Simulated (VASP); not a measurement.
Wanted: the native input for a VASP 6.6.1 run.

- Task: single point
- Functional: PBEsol
- Potentials or basis: VASP PAW PBE potentials, release 64 (Ir)
- Cutoff: 520 eV
- k mesh: 15 × 15 × 4
- Occupations: fermi-dirac, width 0.1 eV
- Spin: no spin polarisation
- Dipole correction: no
- Further INCAR settings: ALGO = Normal; EDIFF = 1e-06; NBANDS = 26

The structure of Ir lies in POSCAR:

```
Ir
1.0
    2.6741964211      0.0000000000      0.0000000000
   -1.3370982105      2.3159220353      0.0000000000
    0.0000000000      0.0000000000      8.7359497938
Ir
4
Direct
    0.0000000000      0.0000000000      0.0000000000
    0.0000000000      0.0000000000      0.5000000000
    0.3333333333      0.6666666667      0.2500000000
    0.6666666667      0.3333333333      0.7500000000
```

This cell differs from its parent crystal: volume scaled by 0.96.

One way to write it, as run:

INCAR

```
SYSTEM = Ir
PREC     = Accurate       ! precision mode
ENCUT    = 520            ! plane-wave cutoff, eV
EDIFF    = 1E-6           ! SCF threshold, eV
ISMEAR   = -1             ! smearing method
SIGMA    = 0.1            ! smearing width, eV
LREAL    = .FALSE.        ! projectors in reciprocal space
LASPH    = .TRUE.         ! aspherical terms in the spheres
NELM     = 100            ! most SCF steps
ALGO     = Normal         ! electronic algorithm
ISIF     = 2              ! what is computed and relaxed
LWAVE    = .FALSE.        ! write WAVECAR
LCHARG   = .FALSE.        ! write CHGCAR
GGA      = PS             ! functional
NBANDS   = 26             ! bands
```

KPOINTS

```
regular mesh
0
G
  15 15 4
  0 0 0
```

Potentials or basis: VASP PAW PBE potentials, release 64 (Ir).

Run with:

```sh
$ cat potpaw_PBE.64/Ir/POTCAR > POTCAR
$ mpirun -np 1 vasp_std > vasp.out
```

Results of the run:

The pressure is 18.5 GPa and the band gap on the k mesh is zero (band 18 reaches 12.15 eV, above the bottom of band 19 at 9.41 eV).

Caveat: the PAW data sets were made with another functional, which shifts forces and pressure a little; spin-orbit coupling is left out, which moves the levels of the heavy elements.

It took 110 s on 1 thread of Intel Xeon 6975P-C, with other jobs on the host, peak memory 0.23 GiB.
